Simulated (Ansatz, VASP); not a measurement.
# Two plane-wave programs on TiSe

The input INCAR:

```
ALGO = Normal
EDIFF = 1E-7
EDIFFG = -0.01
ENCUT = 600
GGA = PS
IBRION = 2
ISIF = 3
ISMEAR = -1
LASPH = True
LCHARG = False
LREAL = False
LWAVE = False
NELM = 100
NSW = 80
PREC = Accurate
SIGMA = 0.1
```

Contents of KPOINTS:

```
k-points
0
Gamma
  9 9 4
```

Contents of POSCAR:

```
TiSe
1.0
    3.5590000000      0.0000000000      0.0000000000
   -1.7795000000      3.0821800000      0.0000000000
    0.0000000000      0.0000000000      6.2200000000
Ti Se
2 2
Direct
    0.0000000000      0.0000000000      0.0000000000
    0.0000000000      0.0000000000      0.5000000000
    0.3333333333      0.6666666667      0.2500000000
    0.6666666667      0.3333333333      0.7500000000
```

Input for Ansatz:

```yaml
crystal:
  lattice:
    - [3.559, 0.0, 0.0]
    - [-1.7795, 3.08218, 0.0]
    - [0.0, 0.0, 6.22]
  atoms:
    - { symbol: Ti, position: [0.0, 0.0, 0.0] }
    - { symbol: Ti, position: [0.0, 0.0, 0.5] }
    - { symbol: Se, position: [0.3333333333333333, 0.6666666666666666, 0.25] }
    - { symbol: Se, position: [0.6666666666666666, 0.3333333333333333, 0.75] }
basis:
  ecutwfc: 420.0
  xc_grid: 3
kpoints:
  mp_grid:
    grid: [9, 9, 4]
hamiltonian:
  xc: pbesol
  dispersion: none
scf:
  max_iter: 100
  convergence:
    dr2_threshold: 1.0e-06
  occupations:
    method: fermi_dirac
relax:
  cell: {}
```

Alike in both runs: task relaxation of cell and atoms; functional PBEsol; k mesh 9 × 9 × 4; no spin polarisation.

```csv
,VASP,Ansatz
version,VASP 6.6.1,Ansatz 0.2.0
potentials or method,"VASP PAW PBE potentials, release 64 (Ti_sv, Se), cutoff 600 eV","plane waves, PAW"
occupations,"fermi-dirac, width 0.1 eV",fermi-dirac
valence electrons in the cell,36,56
```

```csv
,VASP,Ansatz,Ansatz less VASP
relaxed volume (Å³/atom),16.56,16.53,-0.037
relaxed cell length with the largest relative difference (Å),3.370,3.367,-0.0028
```

VASP's potentials were made for PBE, not for PBEsol. VASP's potentials hold 36 valence electrons a cell and Ansatz's 56, so a difference there can come from the potentials and not from the codes. Ansatz's warnings: force scf threshold loose, stress scf threshold loose.
